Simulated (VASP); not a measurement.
A run of VASP 6.6.1:

Contents of INCAR:

```
SYSTEM = AlCl
ALGO = Normal
EDIFF = 1E-6
ENCUT = 520
GGA = PE
ISIF = 2
ISMEAR = -1
LASPH = .True.
LCHARG = .False.
LREAL = .False.
LWAVE = .False.
NBANDS = 12
NELM = 100
PREC = Accurate
SIGMA = 0.05
```

KPOINTS

```
k-points
0
Gamma
  8 8 8
  0 0 0
```

Contents of POSCAR:

```
AlCl
1.0
    0.0000000000      2.8486347600      2.8486347600
    2.8486347600      0.0000000000      2.8486347600
    2.8486347600      2.8486347600      0.0000000000
Al Cl
1 1
Direct
    0.5000000000      0.5000000000      0.5000000000
    0.0000000000      0.0000000000      0.0000000000
```

Potentials or basis: VASP PAW PBE potentials, release 64 (Al, Cl).

The run is started by

```bash
$ cat potpaw_PBE.64/Al/POTCAR potpaw_PBE.64/Cl/POTCAR > POTCAR
$ mpirun -np 1 vasp_std > vasp.out
```

Hardware: 1 thread of Intel(R) Xeon(R) Platinum 8488C (Sapphire Rapids), on a shared host.

**Question.** Estimate the wall time of this run.

**Answer.** Wall time 7.5 s on 1 thread of Intel(R) Xeon(R) Platinum 8488C (Sapphire Rapids) (shared host), peak memory 0.16 GiB. Counts: scf iterations 11, k points 29.
